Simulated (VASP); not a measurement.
# MnS (rocksalt type) (Fm-3m) in VASP: further runs, part 2 of 3

VASP 6.6.1. Earlier steps stand in the parts before.

**3. Electric field gradients, PBE, collinear spin, ferromagnetic start (17.10 Å³/atom)**

This run uses another cell than the first one, of 17.10 Å³/atom.

The input, INCAR:

```
SYSTEM = MnS
PREC = Accurate
ENCUT = 520
EDIFF = 1E-8
ISMEAR = -1
SIGMA = 0.08
LREAL = .False.
LASPH = .True.
NELM = 150
ALGO = Normal
ISIF = 2
LWAVE = .False.
LCHARG = .False.
ISPIN = 2
MAGMOM = 4 0
LORBIT = 11
LMAXMIX = 4
GGA = PE
LEFG = .True.
NBANDS = 20
```

The input, KPOINTS:

```
regular mesh
0
Gamma
  16 16 16
  0 0 0
```

The input, POSCAR:

```
MnS
1.0
    0.0000000000      2.5762201915      2.5762201915
    2.5762201915      0.0000000000      2.5762201915
    2.5762201915      2.5762201915      0.0000000000
Mn S
1 1
Direct
    0.0000000000      0.0000000000      0.0000000000
    0.5000000000      0.5000000000      0.5000000000
```

Potentials or basis: VASP PAW PBE potentials, release 64 (Mn_pv, S).

Launch:

```sh
cat potpaw_PBE.64/Mn_pv/POTCAR potpaw_PBE.64/S/POTCAR > POTCAR
mpirun -np 1 vasp_std > vasp.out
```

OUTCAR:

```text
SYSTEM = MnS
   PREC = Accurate
   ENCUT = 520
   EDIFF = 1E-8
   ISMEAR = -1
   LREAL = .False.
   LASPH = .True.
   NELM = 150
   ISIF = 2
   ISPIN = 2
   LORBIT = 11
   GGA = PE

 ion  position               nearest neighbor table
   1  0.000  0.000  0.000-   2 2.58   2 2.58   2 2.58   2 2.58   2 2.58   2 2.58
   2  0.500  0.500  0.500-   1 2.58   1 2.58   1 2.58   1 2.58   1 2.58   1 2.58

  LATTYP: Found a face centered cubic cell.
 ALAT       =     5.1524403830

  Lattice vectors:

 A1 = (   0.0000000000,   2.5762201915,   2.5762201915)
 A2 = (   2.5762201915,   0.0000000000,   2.5762201915)
 A3 = (   2.5762201915,   2.5762201915,   0.0000000000)

Analysis of symmetry for initial positions (statically):
=====================================================================
 Subroutine PRICEL returns:
 Original cell was already a primitive cell.

 Routine SETGRP: Setting up the symmetry group for a
 face centered cubic supercell.

 Subroutine GETGRP returns: Found 48 space group operations
 (whereof 48 operations were pure point group operations)
 out of a pool of 48 trial point group operations.

The static configuration has the point symmetry O_h .

Analysis of symmetry for dynamics (positions and initial velocities):
=====================================================================
 Subroutine PRICEL returns:
 Original cell was already a primitive cell.

 Routine SETGRP: Setting up the symmetry group for a
 face centered cubic supercell.

 Subroutine GETGRP returns: Found 48 space group operations
 (whereof 48 operations were pure point group operations)
 out of a pool of 48 trial point group operations.

The dynamic configuration has the point symmetry O_h .

Analysis of structural, dynamic, and magnetic symmetry:
=====================================================================
 Subroutine PRICEL returns:
 Original cell was already a primitive cell.

 Routine SETGRP: Setting up the symmetry group for a
 face centered cubic supercell.

 Subroutine GETGRP returns: Found 48 space group operations
 (whereof 48 operations were pure point group operations)
 out of a pool of 48 trial point group operations.

The overall configuration has the point symmetry O_h .

 Subroutine INISYM returns: Found 48 space group operations
 (whereof 48 operations are pure point group operations),
 and found     1 'primitive' translations

----------------------------------------------------------------------------------------

                                     Primitive cell

  volume of cell :      34.1963

  direct lattice vectors                    reciprocal lattice vectors
     0.000000000  2.576220192  2.576220192    -0.194082789  0.194082789  0.194082789
     2.576220192  0.000000000  2.576220192     0.194082789 -0.194082789  0.194082789
     2.576220192  2.576220192  0.000000000     0.194082789  0.194082789 -0.194082789

  length of vectors
     3.643325534  3.643325534  3.643325534     0.336161252  0.336161252  0.336161252

  position of ions in fractional coordinates (direct lattice)
     0.000000000  0.000000000  0.000000000
[... 108 lines left out ...]
   LRPA    =     F    only Hartree local field effects (RPA)
 spin polarized calculation
  energy-cutoff  :      520.00
  volume of cell :       34.20
 maximum number of plane-waves:       941
   NGX = 13   NGY = 13   NGZ = 13

 number of electron      18.9999998 magnetization       4.5934271

 Free energy of the ion-electron system (eV)
  ---------------------------------------------------
  ext. energy  EPLUGINS =         0.00000000
  ---------------------------------------------------
  free energy    TOTEN  =       -14.09138733 eV

  energy without entropy =      -14.07181453  energy(sigma->0) =      -14.08160093

 E-fermi :   7.0389     XC(G=0): -10.8087

 val. band max:        7.0333368658   @ k =   0.1250   0.1250   0.0000
 cond. band min:       7.0420084381   @ k =   0.5000   0.3125   0.0625
 fundamental gap:      0.0086715724
 Fermi energy:         7.0389119862

 spin component 1

 k-point     1 :       0.0000    0.0000    0.0000
  band No.  band energies     occupation
      1     -43.6271      1.00000
      2     -43.6271      1.00000
      3     -43.6271      1.00000
      4      -7.8048      1.00000
      5       3.6356      1.00000
      6       3.6357      1.00000
[... 541 lines left out ...]
     19      18.6022      0.00000
     20      20.1599      0.00000

 [... further k-points ...]

 spin component 2

 k-point     1 :       0.0000    0.0000    0.0000
  band No.  band energies     occupation
      1     -39.1918      1.00000
      2     -39.1918      1.00000
      3     -39.1918      1.00000
      4      -7.5225      1.00000
      5       5.2891      1.00000
      6       5.2891      1.00000
[... 541 lines left out ...]
     19      19.2660      0.00000
     20      21.7401      0.00000

 [... further k-points ...]

------------------------ aborting loop because EDIFF is reached ----------------------------------------

  FORCE on cell =-STRESS in cart. coord.  units (eV):
  Direction    XX          YY          ZZ          XY          YZ          ZX
  --------------------------------------------------------------------------------------
  -------------------------------------------------------------------------------------
  Total       -0.3513303     -0.3513303     -0.3513303     -0.0000000     -0.0000000      0.0000000
  in kB      -16.4606616    -16.4606616    -16.4606616     -0.0000000     -0.0000000      0.0000000
  external PRESSURE =     -16.4606616 kB  Pullay stress =       0.0000000 kB

 VOLUME and BASIS-vectors are now :
 -----------------------------------------------------------------------------
  energy-cutoff  :      520.00
  volume of cell :       34.20
      direct lattice vectors                 reciprocal lattice vectors
     0.000000000  2.576220192  2.576220192    -0.194082789  0.194082789  0.194082789
     2.576220192  0.000000000  2.576220192     0.194082789 -0.194082789  0.194082789
     2.576220192  2.576220192  0.000000000     0.194082789  0.194082789 -0.194082789

 POSITION                                       TOTAL-FORCE (eV/Angst)
 -----------------------------------------------------------------------------------
      0.00000      0.00000      0.00000        -0.000000     -0.000000     -0.000000
      2.57622      2.57622      2.57622         0.000000      0.000000      0.000000
 -----------------------------------------------------------------------------------
    total drift:                               -0.000000      0.000000      0.000000

  FREE ENERGIE OF THE ION-ELECTRON SYSTEM (eV)
  ---------------------------------------------------
  free  energy   TOTEN  =       -14.0913873291 eV

  energy  without entropy=      -14.0718145296  energy(sigma->0) =      -14.08160093

 Electric field gradients (V/A^2)
---------------------------------------------------------------------
 ion       V_xx      V_yy      V_zz      V_xy      V_xz      V_yz
---------------------------------------------------------------------
   1       0.000     0.000     0.000     0.004     0.004     0.004
   2       0.000     0.000     0.000    -0.000    -0.000    -0.000
---------------------------------------------------------------------

 Electric field gradients after diagonalization (V/A^2)
 (convention: |V_zz| > |V_xx| > |V_yy|)
----------------------------------------------------------------------
 ion       V_xx      V_yy      V_zz     asymmetry (V_yy - V_xx)/ V_zz
----------------------------------------------------------------------
   1      -0.004    -0.004     0.008       0.000
   2       0.000     0.000    -0.001       0.000
----------------------------------------------------------------------

           NMR quadrupolar parameters

 Cq : quadrupolar parameter    Cq=e*Q*V_zz/h
 eta: asymmetry parameters     (V_yy - V_xx)/ V_zz
 Q  : nuclear electric quadrupole moment in mb (millibarn)
----------------------------------------------------------------------
 ion       Cq(MHz)       eta       Q (mb)
----------------------------------------------------------------------
   1       0.000       0.000       1.000
   2      -0.000       0.000       1.000
----------------------------------------------------------------------

 total charge

# of ion       s       p       d       tot
------------------------------------------
    1        0.220   6.172   4.946  11.338
    2        1.328   2.404   0.000   3.732
--------------------------------------------------
tot          1.548   8.576   4.946  15.070

 magnetization (x)

# of ion       s       p       d       tot
------------------------------------------
    1        0.052   0.040   4.082   4.174
    2        0.027   0.067   0.000   0.093
--------------------------------------------------
tot          0.078   0.107   4.082   4.267
```

Wall time 5.8 min (1 thread of Intel Xeon 8259CL, shared host); peak memory 0.28 GiB.

Results:

| Item | Value |
| --- | --- |
| Free energy | -14.0914 eV |
| Pressure | -1.6 GPa |
| Net moment | 4.59 μB per cell |
| Site moments | Mn +4.17; S +0.09 μB |
| Largest electric field gradient by atom | under 0.05 V/Å² on every atom |
| Valence electrons inside the program's atomic spheres | Mn 11.34; S 3.73 |

Levels at points of the mesh, in eV from the Fermi level:
Spin up:
| k point | band 9 | band 10 | band 11 | band 12 | band 13 | band 14 | band 15 | band 16 |
| --- | --- | --- | --- | --- | --- | --- | --- | --- |
| (0.00, 0.00, 0.00) | -3.30 | -1.95 | -1.95 | -1.95 | 1.93 | 8.64 | 8.64 | 8.64 |
| (0.50, 0.00, 0.00) | -2.84 | -2.45 | 0.48 | 0.48 | 2.82 | 5.38 | 5.38 | 8.85 |
| (0.50, 0.50, 0.00) | -3.03 | -2.70 | -2.70 | -2.18 | 0.90 | 5.49 | 10.40 | 12.24 |
Spin down:
```tsv
k point	band 5	band 6	band 7	band 8	band 9	band 10
(0.00, 0.00, 0.00)	-1.75	-1.75	-1.75	0.18	0.18	0.18
(0.50, 0.00, 0.00)	-6.63	-3.53	-3.53	1.21	1.21	1.41
(0.50, 0.50, 0.00)	-5.79	-3.33	-3.33	-0.99	0.70	1.46
```

Caveat: a cell with one magnetic atom can't hold antiferromagnetic order, which such compounds often take; semilocal functionals often make such compounds metallic where correlation or magnetic order opens a gap, which also shifts bond lengths. With open d or f shells a metallic result of PBE can be an artefact of self-interaction; +U or a hybrid may open a gap.

(Continued in part 3 of 3.)
